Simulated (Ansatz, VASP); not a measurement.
# One calculation of ZnCu, two programs

File INCAR:

```
  PREC = Accurate
  ENCUT = 600
  EDIFF = 1E-6
  ISMEAR = -1
  SIGMA = 0.05
  LREAL = False
  LASPH = True
  NELM = 80
  ALGO = Normal
  ISIF = 3
  LWAVE = False
  LCHARG = False
  GGA = PS
  IVDW = 13
  IBRION = 2
  NSW = 60
  EDIFFG = -0.01
```

Contents of KPOINTS:

```
Automatic mesh
0
Gamma
  9 9 9
```

Contents of POSCAR:

```
ZnCu
1.0
    2.9450000000      0.0000000000      0.0000000000
    0.0000000000      2.9450000000      0.0000000000
    0.0000000000      0.0000000000      2.9450000000
Zn Cu
1 1
Direct
    0.5000000000      0.5000000000      0.5000000000
    0.0000000000      0.0000000000      0.0000000000
```

input.yaml

```yaml
crystal:
  lattice:
    - [2.945, 0.0, 0.0]
    - [0.0, 2.945, 0.0]
    - [0.0, 0.0, 2.945]
  atoms:
    - { symbol: Zn, position: [0.5, 0.5, 0.5] }
    - { symbol: Cu, position: [0.0, 0.0, 0.0] }
hamiltonian:
  xc: pbesol
  pseudopotentials: { kind: paw }
  dispersion: d4
kpoints:
  mp_grid: { grid: [9, 9, 9] }
scf:
  occupations: { method: fermi_dirac, width: 0.05 }
output:
  forces: true
  stress: true
  eigenvalues: true
  write_density: true
  write_potential: true
  elf: true
  volumetric_format: npy
relax:
  f_tol: 0.01
  max_steps: 40
  cell: { stress_tol: 0.05 }
```

Alike in both runs: task relaxation of cell and atoms; functional PBEsol; dispersion D4; k mesh 9 × 9 × 9; occupations fermi-dirac, width 0.05 eV; no spin polarisation.

|  | VASP | Ansatz |
| --- | --- | --- |
| version | VASP 6.6.1 | Ansatz 0.2.0 |
| potentials or method | VASP PAW PBE potentials, release 64 (Zn, Cu) | Ansatz PAW |
| plane-wave cutoff (eV) | 600 | 420 |
| valence electrons in the cell | 23 | 31 |

```tsv
	VASP	Ansatz	Ansatz less VASP
gap on the k mesh at the Fermi level, each at its own relaxed structure (eV)	none	none	-
relaxed volume (Å³/atom)	12.10	12.04	-0.063
relaxed cell length with the largest relative difference (Å)	2.893	2.888	-0.0050
```

VASP's potentials were made for PBE, not for PBEsol. A gap of «none» marks a metal or a gap that the smearing closes. VASP's potentials hold 23 valence electrons a cell and Ansatz's 31, so a difference there can come from the potentials and not from the codes.

Noted on Ansatz's run: the plane-wave basis is chosen anew once the cell has moved, so the energies of steps on either side of that aren't comparable.
